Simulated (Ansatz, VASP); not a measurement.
Two plane-wave programs on GePt

Contents of INCAR:

```
SYSTEM = GePt
PREC = Accurate ; ENCUT = 600
EDIFF = 1E-6 ; ISMEAR = 0
SIGMA = 0.1 ; LREAL = .False.
LASPH = .True. ; NELM = 60
ALGO = Normal ; ISIF = 3
LWAVE = .False. ; LCHARG = .False.
GGA = PE ; IBRION = 2
NSW = 100 ; EDIFFG = -0.01
```

File KPOINTS:

```
regular mesh
0
Gamma
  18 18 18
  0 0 0
```

Contents of POSCAR:

```
GePt
1.0
    0.0000000000      2.6047567184      2.6047567184
    2.6047567184      0.0000000000      2.6047567184
    2.6047567184      2.6047567184      0.0000000000
Ge Pt
1 1
Direct
    0.5000000000      0.5000000000      0.5000000000
    0.0000000000      0.0000000000      0.0000000000
```

Input for Ansatz:

```yaml
crystal:
  lattice:
    - [0.0, 2.6047567184, 2.6047567184]
    - [2.6047567184, 0.0, 2.6047567184]
    - [2.6047567184, 2.6047567184, 0.0]
  atoms:
    - { symbol: Ge, position: [0.5, 0.5, 0.5] }
    - { symbol: Pt, position: [0.0, 0.0, 0.0] }
basis:
  ecutwfc: 420
kpoints:
  mp_grid: { grid: [18, 18, 18] }
hamiltonian:
  xc: pbe
scf:
  occupations: { method: gaussian, width: 0.1 }
output:
  forces: true
  stress: true
  eigenvalues: true
relax:
  adjacent_minimum: "off"
  f_tol: 0.01
  max_steps: 80
  cell: { stress_tol: 0.05 }
```

Change from the starting cell: species swapped into the PbSe type (Fm-3m, No. 225).

Alike in both runs: task relaxation of cell and atoms; functional PBE; k mesh 18 × 18 × 18; occupations gaussian, width 0.1 eV; no spin polarisation.

```csv
,VASP,Ansatz
version,VASP 6.6.1,Ansatz 0.2.0
potentials or method,"VASP PAW PBE potentials, release 64 (Ge_d, Pt), cutoff 600 eV","scalar-relativistic, plane waves, PAW"
valence electrons in the cell,24,32
```

VASP gave:

* gap on the k mesh at the Fermi level, each at its own relaxed structure (eV): none
* relaxed volume (Å³/atom): 17.70
* relaxed cell length with the largest relative difference (Å): 3.685

Question: What did Ansatz give for the same quantities?

Answer: gap on the k mesh at the Fermi level, each at its own relaxed structure (eV): none; relaxed volume (Å³/atom): 17.70; relaxed cell length with the largest relative difference (Å): 3.686.

A gap of «none» marks a metal or a gap that the smearing closes. VASP's potentials hold 24 valence electrons a cell and Ansatz's 32, so a difference there can come from the potentials and not from the codes.

Spin-orbit coupling is off throughout.
